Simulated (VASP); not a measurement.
# MgO (Fm-3m) in VASP: notebook

Runs on MgO. Level: PBE. Tasks: single point.

Program: VASP 6.6.1. These are calculated values, not measurements. Logs are shortened: lines on timing, memory, paths and dates and some standing lists are left out, and cuts for length are marked.

**1. The cell of the first run**

It takes space group Fm-3m (No. 225, cubic). The conventional cell has a = 4.194 Å, b = 4.194 Å, c = 4.194 Å, α = 90.00°, β = 90.00°, γ = 90.00°. Within 2.8 Å of Mg (site symmetry m-3m) lie 6 O at 2.10 Å. Within 2.8 Å of O (site symmetry m-3m) lie 6 Mg at 2.10 Å.

**2. Single point, PBE**

Input file INCAR:

```
  ALGO = Normal
  EDIFF = 1E-7
  ENCUT = 520
  GGA = PE
  ISIF = 2
  ISMEAR = 0
  LASPH = True
  LCHARG = False
  LREAL = False
  LWAVE = False
  NBANDS = 11
  NELM = 80
  PREC = Accurate
  SIGMA = 0.020999999999999998
```

Input file KPOINTS:

```
k-points
0
Gamma
  11 11 11
```

Input file POSCAR:

```
MgO
1.0
    0.0000000000      2.0970013927      2.0970013927
    2.0970013927      0.0000000000      2.0970013927
    2.0970013927      2.0970013927      0.0000000000
Mg O
1 1
Direct
    0.0000000000      0.0000000000      0.0000000000
    0.5000000000      0.5000000000      0.5000000000
```

Potentials or basis: VASP PAW PBE potentials, release 64 (Mg, O).

Run with:

```console
$ cat potpaw_PBE.64/Mg/POTCAR potpaw_PBE.64/O/POTCAR > POTCAR
$ mpirun -np 1 vasp_std > vasp.out
```

OUTCAR:

```text
EDIFF = 1E-7
   ENCUT = 520
   GGA = PE
   ISIF = 2
   ISMEAR = 0
   LASPH = True
   LREAL = False
   NELM = 80
   PREC = Accurate

 ion  position               nearest neighbor table
   1  0.000  0.000  0.000-   2 2.10   2 2.10   2 2.10   2 2.10   2 2.10   2 2.10
   2  0.500  0.500  0.500-   1 2.10   1 2.10   1 2.10   1 2.10   1 2.10   1 2.10

  LATTYP: Found a face centered cubic cell.
 ALAT       =     4.1940027854

  Lattice vectors:

 A1 = (   0.0000000000,   2.0970013927,   2.0970013927)
 A2 = (   2.0970013927,   0.0000000000,   2.0970013927)
 A3 = (   2.0970013927,   2.0970013927,   0.0000000000)

Analysis of symmetry for initial positions (statically):
=====================================================================
 Subroutine PRICEL returns:
 Original cell was already a primitive cell.

 Routine SETGRP: Setting up the symmetry group for a
 face centered cubic supercell.

 Subroutine GETGRP returns: Found 48 space group operations
 (whereof 48 operations were pure point group operations)
 out of a pool of 48 trial point group operations.

The static configuration has the point symmetry O_h .

Analysis of symmetry for dynamics (positions and initial velocities):
=====================================================================
 Subroutine PRICEL returns:
 Original cell was already a primitive cell.

 Routine SETGRP: Setting up the symmetry group for a
 face centered cubic supercell.

 Subroutine GETGRP returns: Found 48 space group operations
 (whereof 48 operations were pure point group operations)
 out of a pool of 48 trial point group operations.

The dynamic configuration has the point symmetry O_h .

 Subroutine INISYM returns: Found 48 space group operations
 (whereof 48 operations are pure point group operations),
 and found     1 'primitive' translations

----------------------------------------------------------------------------------------

                                     Primitive cell

  volume of cell :      18.4428

  direct lattice vectors                    reciprocal lattice vectors
     0.000000000  2.097001393  2.097001393    -0.238435702  0.238435702  0.238435702
     2.097001393  0.000000000  2.097001393     0.238435702 -0.238435702  0.238435702
     2.097001393  2.097001393  0.000000000     0.238435702  0.238435702 -0.238435702

  length of vectors
     2.965607810  2.965607810  2.965607810     0.412982751  0.412982751  0.412982751

  position of ions in fractional coordinates (direct lattice)
     0.000000000  0.000000000  0.000000000
     0.500000000  0.500000000  0.500000000

  ion indices of the primitive-cell ions
   primitive index   ion index
                 1           1
                 2           2

----------------------------------------------------------------------------------------

 KPOINTS: k-points

Automatic generation of k-mesh.
 Grid dimensions read from file:
 generate k-points for:   11   11   11

 Generating k-lattice:

  Cartesian coordinates                     Fractional coordinates (reciprocal lattice)
    -0.021675973  0.021675973  0.021675973     0.090909091  0.000000000  0.000000000
     0.021675973 -0.021675973  0.021675973     0.000000000  0.090909091  0.000000000
     0.021675973  0.021675973 -0.021675973     0.000000000  0.000000000  0.090909091

  Length of vectors
     0.037543886  0.037543886  0.037543886

  Shift w.r.t. Gamma in fractional coordinates (k-lattice)
     0.000000000  0.000000000  0.000000000

 Subroutine IBZKPT returns following result:
 ===========================================

 Found     56 irreducible k-points:

 Following reciprocal coordinates:
            Coordinates               Weight
  0.000000  0.000000  0.000000      1.000000
  0.090909  0.000000  0.000000      8.000000
  0.181818  0.000000  0.000000      8.000000
  0.272727  0.000000  0.000000      8.000000
  0.363636  0.000000  0.000000      8.000000
  0.454545  0.000000  0.000000      8.000000
[... 16 lines left out ...]
 -0.272727  0.181818  0.000000     24.000000
 -0.181818  0.181818  0.000000     12.000000
 [... further k-points ...]
   k-points           NKPTS =     56   k-points in BZ     NKDIM =     56   number of bands    NBANDS=     11
   number of dos      NEDOS =    301   number of ions     NIONS =      2
   total plane-waves  NPLWV =  13824
   dimension x,y,z NGX =    24 NGY =   24 NGZ =   24
   dimension x,y,z NGXF=    48 NGYF=   48 NGZF=   48
   ions per type =               1   1
   NGX,Y,Z   is equivalent  to a cutoff of  13.45, 13.45, 13.45 a.u.
   NGXF,Y,Z  is equivalent  to a cutoff of  26.91, 26.91, 26.91 a.u.
 SYSTEM =  unknown system
   PREC   = accura    normal or accurate (medium, high low for compatibility)
   ISTART =      0    job   : 0-new  1-cont  2-samecut
   ICHARG =      2    charge: 1-file 2-atom 10-const
   ISPIN  =      1    spin polarized calculation?
   LNONCOLLINEAR =      F non collinear calculations
   LSORBIT =      F    spin-orbit coupling
   LASPH  =      T    aspherical Exc in radial PAW
   ENCUT  =  520.0 eV  38.22 Ry    6.18 a.u.   5.51  5.51  5.51*2*pi/ulx,y,z
   NELM   =     80;   NELMIN=  2; NELMDL= -5     # of ELM steps
   EDIFF  = 0.1E-06   stopping-criterion for ELM
   LREAL  =      F    real-space projection
   EDIFFG = 0.1E-05   stopping-criterion for IOM
   NSW    =      0    number of steps for IOM
   IBRION =     -1    ionic relax: 0-MD 1-quasi-New 2-CG
   NFREE  =      0    steps in history (QN), initial steepest desc. (CG)
   ISIF   =      2    stress and relaxation
   ISYM   =      2    0-nonsym 1-usesym 2-fastsym
   POTIM  = 0.5000    time-step for ionic-motion
   TEBEG  =    0.0;   TEEND  =   0.0 temperature during run
   PSTRESS=    0.0 pullay stress
   NELECT =       8.0000    total number of electrons
   NUPDOWN=      -1.0000    fix difference up-down
   EMIN   =  10.00;   EMAX   =-10.00  energy-range for DOS
   EFERMI =   0.00;   METHOD = LEGACY
   ISMEAR =     0;   SIGMA  =   0.02  broadening in eV -4-tet -1-fermi 0-gaus
   EFERMI_NEDOS =   21; number of points for ismear=-14 and -15
   IALGO  =     38    algorithm
   IMIX   =      4    mixing-type and parameters
     AMIX     =   0.40;   BMIX     =  1.00
     AMIX_MAG =   1.60;   BMIX_MAG =  1.00
  volume/ion in A,a.u.               =       9.22        62.23
  Fermi-wavevector in a.u.,A,eV,Ry     =   1.239261  2.341864 20.895389  1.535768
  Thomas-Fermi vector in A             =   2.373752
   LORBIT       =      0    0 simple, 1 ext, 2 COOP (PROOUT), +10 PAW based schemes
   GGA     = PE    functional components
   LHFCALC =     F    Hartree Fock is set to
   AEXX    =    0.0000 exact exchange contribution
   IVDW    =     0    specifies the selected vdW correction
   LEPSILON=     F    determine dielectric tensor
   LRPA    =     F    only Hartree local field effects (RPA)
 non-spin polarized calculation
 Gauss-broadening in eV      SIGMA  =   0.02
  energy-cutoff  :      520.00
  volume of cell :       18.44
 maximum number of plane-waves:       531
 NGX is ok and might be reduce to    24
   NGX = 11   NGY = 11   NGZ = 11

 number of electron       8.0000004 magnetization

 Free energy of the ion-electron system (eV)
  ---------------------------------------------------
  ext. energy  EPLUGINS =         0.00000000
  ---------------------------------------------------
  free energy    TOTEN  =       -11.89769123 eV

  energy without entropy =      -11.89769123  energy(sigma->0) =      -11.89769123

 E-fermi :   3.4351     XC(G=0): -11.1399

 val. band max:        3.2843121668   @ k =   0.0000   0.0000   0.0000
 cond. band min:       8.1372994217   @ k =   0.0000   0.0000   0.0000
 fundamental gap:      4.8529872549
 Fermi energy:         3.4350630201

 k-point     1 :       0.0000    0.0000    0.0000
  band No.  band energies     occupation
      1     -14.0458      2.00000
      2       3.2843      2.00000
      3       3.2843      2.00000
      4       3.2843      2.00000
      5       8.1373      0.00000
      6      19.1572      0.00000
      7      19.1572      0.00000
      8      19.1572      0.00000
      9      23.1080      0.00000
     10      24.8974      0.00000
     11      24.8974      0.00000

 k-point     2 :       0.0909    0.0000    0.0000
  band No.  band energies     occupation
      1     -13.9561      2.00000
      2       2.7318      2.00000
      3       3.2268      2.00000
      4       3.2268      2.00000
      5       8.6682      0.00000
      6      18.0633      0.00000
      7      19.3621      0.00000
      8      19.3621      0.00000
      9      24.2781      0.00000
     10      24.2781      0.00000
     11      24.5764      0.00000

 k-point     3 :       0.1818    0.0000    0.0000
  band No.  band energies     occupation
      1     -13.7052      2.00000
      2       1.5529      2.00000
      3       3.0768      2.00000
      4       3.0768      2.00000
      5       9.7432      0.00000
      6      16.6179      0.00000
      7      19.8202      0.00000
      8      19.8202      0.00000
      9      23.5596      0.00000
     10      23.5596      0.00000
     11      25.7901      0.00000

 k-point     4 :       0.2727    0.0000    0.0000
  band No.  band energies     occupation
      1     -13.3506      2.00000
      2       0.2995      2.00000
      3       2.8890      2.00000
      4       2.8890      2.00000
      5      10.6896      0.00000
      6      15.8180      0.00000
      7      20.0595      0.00000
      8      20.0595      0.00000
      9      23.6990      0.00000
     10      23.6990      0.00000
     11      25.3354      0.00000
[... 239 lines left out ...]
 k-point    22 :      -0.3636    0.1818    0.0000
  band No.  band energies     occupation
      1     -12.6869      2.00000
      2      -0.7711      2.00000
      3       1.5308      2.00000
      4       2.5337      2.00000
      5      12.5916      0.00000
      6      15.6087      0.00000
      7      17.5220      0.00000
      8      20.5258      0.00000
      9      24.2946      0.00000
     10      24.8673      0.00000
     11      28.0885      0.00000

 k-point    23 :      -0.2727    0.1818    0.0000
  band No.  band energies     occupation
      1     -12.9286      2.00000
      2      -0.2586      2.00000
      3       1.7105      2.00000
      4       2.7119      2.00000
      5      12.2957      0.00000
      6      15.2667      0.00000
      7      18.0880      0.00000
      8      20.8219      0.00000
      9      22.9725      0.00000
     10      24.8106      0.00000
     11      28.2219      0.00000

 k-point    24 :      -0.1818    0.1818    0.0000
  band No.  band energies     occupation
      1     -13.2443      2.00000
      2       0.4002      2.00000
      3       2.1551      2.00000
      4       2.9023      2.00000
      5      11.4461      0.00000
      6      15.4012      0.00000
      7      18.9006      0.00000
      8      21.3903      0.00000
      9      21.4227      0.00000
     10      24.6943      0.00000
     11      28.0453      0.00000

 [... further k-points ...]

------------------------ aborting loop because EDIFF is reached ----------------------------------------

  FORCE on cell =-STRESS in cart. coord.  units (eV):
  Direction    XX          YY          ZZ          XY          YZ          ZX
  --------------------------------------------------------------------------------------
  -------------------------------------------------------------------------------------
  Total        0.7127079      0.7127079      0.7127079      0.0000000      0.0000000      0.0000000
  in kB       61.9150221     61.9150221     61.9150221      0.0000000      0.0000000      0.0000000
  external PRESSURE =      61.9150221 kB  Pullay stress =       0.0000000 kB

 VOLUME and BASIS-vectors are now :
 -----------------------------------------------------------------------------
  energy-cutoff  :      520.00
  volume of cell :       18.44
      direct lattice vectors                 reciprocal lattice vectors
     0.000000000  2.097001393  2.097001393    -0.238435702  0.238435702  0.238435702
     2.097001393  0.000000000  2.097001393     0.238435702 -0.238435702  0.238435702
     2.097001393  2.097001393  0.000000000     0.238435702  0.238435702 -0.238435702

 POSITION                                       TOTAL-FORCE (eV/Angst)
 -----------------------------------------------------------------------------------
      0.00000      0.00000      0.00000        -0.000000     -0.000000      0.000000
      2.09700      2.09700      2.09700         0.000000      0.000000      0.000000
 -----------------------------------------------------------------------------------
    total drift:                               -0.000000     -0.000000      0.000000

  FREE ENERGIE OF THE ION-ELECTRON SYSTEM (eV)
  ---------------------------------------------------
  free  energy   TOTEN  =       -11.8976912287 eV

  energy  without entropy=      -11.8976912287  energy(sigma->0) =      -11.89769123
```

It took 6.8 s on 1 thread of Intel Xeon 6975P-C (Granite Rapids), shared host; peak memory 0.14 GiB.

Results:

```
Free energy            : -11.8977 eV
Pressure               : 6.2 GPa
Band gap on the k mesh : 4.85 eV, direct
```

Levels at points of the mesh, in eV from the valence-band top:
| k point | band 1 | band 2 | band 3 | band 4 | band 5 | band 6 | band 7 | band 8 |
| --- | --- | --- | --- | --- | --- | --- | --- | --- |
| (0.00, 0.00, 0.00) | -17.33 | 0.00 | 0.00 | 0.00 | 4.85 | 15.87 | 15.87 | 15.87 |

**3. Single point, PBE**

Input file INCAR:

```
  ALGO = Normal
  EDIFF = 1E-6
  ENCUT = 520
  GGA = PE
  ISIF = 2
  ISMEAR = 0
  LASPH = T
  LCHARG = F
  LREAL = F
  LWAVE = F
  NBANDS = 11
  NELM = 80
  PREC = Accurate
  SIGMA = 0.022
```

KPOINTS is that of step 2.

POSCAR is that of step 2.

Potentials or basis: VASP PAW PBE potentials, release 64 (Mg, O).

Run with:

```console
$ cat potpaw_PBE.64/Mg/POTCAR potpaw_PBE.64/O/POTCAR > POTCAR
$ mpirun -np 1 vasp_std > vasp.out
```

It took 4.5 s on 1 thread of Intel Xeon 6975P-C (Granite Rapids), shared host; peak memory 0.14 GiB.

The run converged. Its results:

- Free energy: -11.8977 eV
- Pressure: 6.2 GPa
- Band gap on the k mesh: 4.85 eV, direct

Levels at points of the mesh, in eV from the valence-band top:
```tsv
k point	band 1	band 2	band 3	band 4	band 5	band 6	band 7	band 8
(0.00, 0.00, 0.00)	-17.33	0.00	0.00	0.00	4.85	15.87	15.87	15.87
```

**4. Single point, PBE**

Input file INCAR:

```
PREC = Accurate
ENCUT = 520
EDIFF = 1E-6
ISMEAR = 0
SIGMA = 0.023
LREAL = False
LASPH = True
NELM = 80
ALGO = Normal
ISIF = 2
LWAVE = False
LCHARG = False
GGA = PE
NBANDS = 11
```

Input file KPOINTS:

```
Automatic mesh
0
Gamma
  11 11 11
```

POSCAR is that of step 3.

Run with:

```console
$ cat potpaw_PBE.64/Mg/POTCAR potpaw_PBE.64/O/POTCAR > POTCAR
$ mpirun -np 1 vasp_std > vasp.out
```

Run time: 5.7 s. Hardware: 1 thread of Intel Xeon 6975P-C (Granite Rapids), shared host; peak memory 0.14 GiB.

The run converged. Its results:

```yaml
Free_energy: -11.8977 eV
Pressure: 6.2 GPa
Band_gap_on_the_k_mesh: 4.85 eV, direct
```

Levels at points of the mesh, in eV from the valence-band top:
```tsv
k point	band 1	band 2	band 3	band 4	band 5	band 6	band 7	band 8	band 9
(0.00, 0.00, 0.00)	-17.33	0.00	0.00	0.00	4.85	15.87	15.87	15.87	19.82
```

**5. Summary**

```csv
smearing,gap on the mesh (eV),pressure (GPa)
gaussian 0.021 eV,4.85,6.2
gaussian 0.022 eV,4.85,6.2
gaussian 0.023 eV,4.85,6.2
```

Alike in all rows: task single point; level PBE; potentials or basis VASP PAW PBE potentials, release 64 (Mg, O); no spin polarisation; cell as given; k mesh 11 × 11 × 11; cutoff (eV) 520.

On the cell as given the gap runs from 4.85 eV (PBE) to 4.85 eV (PBE).

Total energies depend on the potentials used, so only differences within one code and one set of settings carry meaning.
